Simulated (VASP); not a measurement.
Wanted: the native input for a VASP 6.6.1 run.

```yaml
Task: single point
Functional: PBE
Potentials_or_basis: VASP PAW PBE potentials, release 64 (W_sv, O)
Cutoff: 520 eV
k_mesh: 8 × 8 × 8
Occupations: gaussian, width 0.15 eV
Spin: no spin polarisation
Dipole_correction: no
Further_INCAR_settings: ALGO = Normal; EDIFF = 1e-06; NBANDS = 58
```

The structure of W3O lies in POSCAR:

```
W3O
1.0
    4.8845028662     -0.1465350860      0.0000000000
   -0.1465350860      4.8845028662      0.0000000000
    0.0000000000      0.0000000000      4.8845028662
W O
6 2
Direct
    0.5000000000      0.7500000000      0.0000000000
    0.0000000000      0.5000000000      0.7500000000
    0.2500000000      0.0000000000      0.5000000000
    0.5000000000      0.2500000000      0.0000000000
    0.0000000000      0.5000000000      0.2500000000
    0.7500000000      0.0000000000      0.5000000000
    0.5000000000      0.5000000000      0.5000000000
    0.0000000000      0.0000000000      0.0000000000
```

This cell differs from its parent crystal: strain -0.0600 x Voigt [0, 0, 0, 0, 0, 1].

One way to write it, as run:

INCAR

```
SYSTEM = W3O
ALGO = Normal
EDIFF = 1E-6
ENCUT = 520
GGA = PE
ISIF = 2
ISMEAR = 0
LASPH = .True.
LCHARG = .True.
LELF = .True.
LREAL = .False.
LVHAR = .True.
LWAVE = .False.
NBANDS = 58
NELM = 100
PREC = Accurate
SIGMA = 0.15
```

KPOINTS

```
k-points
0
Gamma
  8 8 8
  0 0 0
```

Potentials or basis: VASP PAW PBE potentials, release 64 (W_sv, O).

Launch:

```sh
$ cat potpaw_PBE.64/W_sv/POTCAR potpaw_PBE.64/O/POTCAR > POTCAR
$ mpirun -np 1 vasp_std > vasp.out
```

Results of the run:

```
Pressure               : 1.1 GPa
Largest force          : 0.434 eV/Å
Band gap on the k mesh : zero (bands 48 and 49 overlap by 0.89 eV)
```

Caveat: the cell differs from its parent crystal (strain -0.0600 x Voigt [0, 0, 0, 0, 0, 1]); spin-orbit coupling is left out, which moves the levels of the heavy elements.

Run time: 16 min on 1 thread of Intel Xeon 8259CL, with other jobs on the host, peak memory 0.57 GiB.
